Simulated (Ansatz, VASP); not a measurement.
**One calculation of SrO, two programs**

```
Sr O
1.0
     0.00000    2.56630    2.56630
     2.56630    0.00000    2.56630
     2.56630    2.56630    0.00000
Sr O
1 1
Direct
  0.50000 0.50000 0.50000
  0.00000 0.00000 0.00000
```

Alike in both runs: task single point; functional PBE; k mesh 9 × 9 × 9; occupations gaussian, width 0.018 eV; no spin polarisation.

|  | VASP | Ansatz |
| --- | --- | --- |
| version | VASP 6.6.1 | Ansatz 0.2.0 |
| potentials or method | VASP PAW PBE potentials, release 64 (Sr_sv, O) | Ansatz PAW |
| plane-wave cutoff (eV) | 520 | 420 |
| valence electrons in the cell | 16 | 16 |

Ansatz gave:

- gap on the k mesh at the Fermi level (eV): 3.37
- least direct gap on the mesh (eV): 3.45
- pressure (GPa): 3.3

Question: Which values does VASP return?

Answer: gap on the k mesh at the Fermi level (eV): 3.32; least direct gap on the mesh (eV): 3.41; pressure (GPa): 3.9.

The functional is the same, so the differences come from potentials, cutoffs and numerics.

Noted on Ansatz's run: odd divisions of the mesh miss points on the zone boundary, where band edges often lie, so the gap on the mesh can be too wide.
